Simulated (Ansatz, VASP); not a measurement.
## One calculation of SiO2, two programs

```
Si O
1.0
    -4.44882    4.44882    2.62255
     4.44882   -4.44882    2.62255
     4.44882    4.44882   -2.62255
Si O
4 8
Direct
  0.17734 0.17734 0.35468
  0.82266 0.17734 0.00000
  0.17734 0.82266 0.00000
  0.82266 0.82266 0.64532
  0.50000 0.50000 0.50000
  0.00000 0.50000 0.00000
  0.50000 0.00000 0.00000
  0.00000 0.00000 0.50000
  0.00000 0.21194 0.21194
  0.78806 0.00000 0.78806
  0.21194 0.00000 0.21194
  0.00000 0.78806 0.78806
```

Alike in both runs: task single point; functional PBE; k mesh 6 × 6 × 6; occupations gaussian, width 0.02 eV; no spin polarisation.

|  | VASP | Ansatz |
| --- | --- | --- |
| version | VASP 6.6.1 | Ansatz 0.2.0 |
| potentials or method | VASP PAW PBE potentials, release 64 (Si, O), cutoff 520 eV | scalar-relativistic, plane waves, PAW |
| valence electrons in the cell | 64 | 64 |

|  | VASP | Ansatz | Ansatz less VASP |
| --- | --- | --- | --- |
| gap on the k mesh at the Fermi level (eV) | 5.42 | 5.43 | +0.004 |
| least direct gap on the mesh (eV) | 5.42 | 5.43 | +0.004 |
| pressure (GPa) | 4.1 | 4.0 | -0.06 |
| rms of the force components (eV/Å) | 0.009 | 0.002 | -0.0072 |

Atom by atom the forces differ by 0.011 eV/Å (rms over components).
